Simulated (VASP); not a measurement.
C, 2 atoms in the cell. The cell holds a slab with vacuum, 2 atoms: a = 2.470 Å, b = 2.470 Å, c = 17.034 Å, α = 90.00°, β = 90.00°, γ = 120.00°. 

```yaml
Program: VASP 6.6.1
Task: single point
Functional: PBE
Dispersion: D3(BJ)
Potentials_or_basis: VASP PAW PBE potentials, release 64 (C)
Cutoff: 520 eV
k_mesh: 15 × 15 × 1
Occupations: gaussian, width 0.05 eV
Spin: no spin polarisation
Dipole_correction: yes
Further_INCAR_settings: ALGO = Normal; EDIFF = 1e-06; NBANDS = 11
```

Potentials or basis: VASP PAW PBE potentials, release 64 (C).

Run with:

```sh
$ cat potpaw_PBE.64/C/POTCAR > POTCAR
$ mpirun -np 1 vasp_std > vasp.out
```

Hardware: 1 thread of AMD EPYC 7R13 Processor (Zen 3) (shared host).

Question: How long does it take, and how much memory?

Answer: It took 24 s on 1 thread of AMD EPYC 7R13 Processor (Zen 3) (shared host), peak memory 0.16 GiB. Counts: scf iterations 18, k points 27.
